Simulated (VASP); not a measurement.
A run of VASP 6.6.1 is set up as follows.

File POSCAR:

```
OsC2
1.0
    4.0058276339      0.0000000000      0.0000000000
    0.0000000000      4.0058276339      0.0000000000
    0.0000000000      0.0000000000      4.0058276339
Os C
2 4
Direct
    0.0000000000      0.0000000000      0.0000000000
    0.5000000000      0.5000000000      0.5000000000
    0.2500000000      0.2500000000      0.2500000000
    0.2500000000      0.7500000000      0.7500000000
    0.7500000000      0.7500000000      0.2500000000
    0.7500000000      0.2500000000      0.7500000000
```

Contents of INCAR.step1:

```
ALGO = Normal ; EDIFF = 1E-4
ENCUT = 600 ; GGA = PE
ISMEAR = 0 ; LASPH = True
LCHARG = False ; LREAL = False
LWAVE = True ; NELM = 60
PREC = Accurate ; SIGMA = 0.1
```

Contents of INCAR.step2:

```
ALGO = Normal ; EDIFF = 1E-6
EDIFFG = -0.04 ; ENCUT = 600
IBRION = 2 ; ISIF = 3
ISMEAR = 0 ; ISTART = 1
LASPH = True ; LCHARG = False
LMIXTAU = True ; LREAL = False
LWAVE = False ; METAGGA = R2SCAN
NELM = 60 ; NSW = 90
PREC = Accurate ; SIGMA = 0.1
```

The input KPOINTS:

```
k-points
0
Gamma
  4 4 4
```

Potentials or basis: VASP PAW PBE potentials, release 64 (Os, C).

Command:

```bash
$ cat potpaw_PBE.64/Os/POTCAR potpaw_PBE.64/C/POTCAR > POTCAR
$ cp INCAR.step1 INCAR
$ mpirun -np 1 vasp_std > vasp.out
$ cp INCAR.step2 INCAR
$ mpirun -np 1 vasp_std > vasp.out
```

What does it give for the relaxed volume?

13.72 Å³/atom.

What does it give for the relaxed cell?

a = 4.351 Å, b = 4.351 Å, c = 4.351 Å, α = 90.00°, β = 90.00°, γ = 90.00°.

What does it give for the band gap on the k mesh?

Zero (bands 16 and 17 overlap by 0.81 eV).

Final structure:
```
Os C
1.0
     4.35059    0.00000    0.00000
     0.00000    4.35059    0.00000
     0.00000    0.00000    4.35059
Os C
2 4
Direct
  0.00000 0.00000 0.00000
  0.50000 0.50000 0.50000
  0.25000 0.25000 0.25000
  0.25000 0.75000 0.75000
  0.75000 0.75000 0.25000
  0.75000 0.25000 0.75000
```

Caveat: the k points lie up to 0.36 Å⁻¹ apart in the final cell, too coarse for converged energies and pressures of a metal; the volume moved by over 15 % at a fixed basis, so the end points are rough; the PAW data sets were made with another functional, which shifts forces and pressure a little; spin-orbit coupling is left out, which moves the levels of the heavy elements.
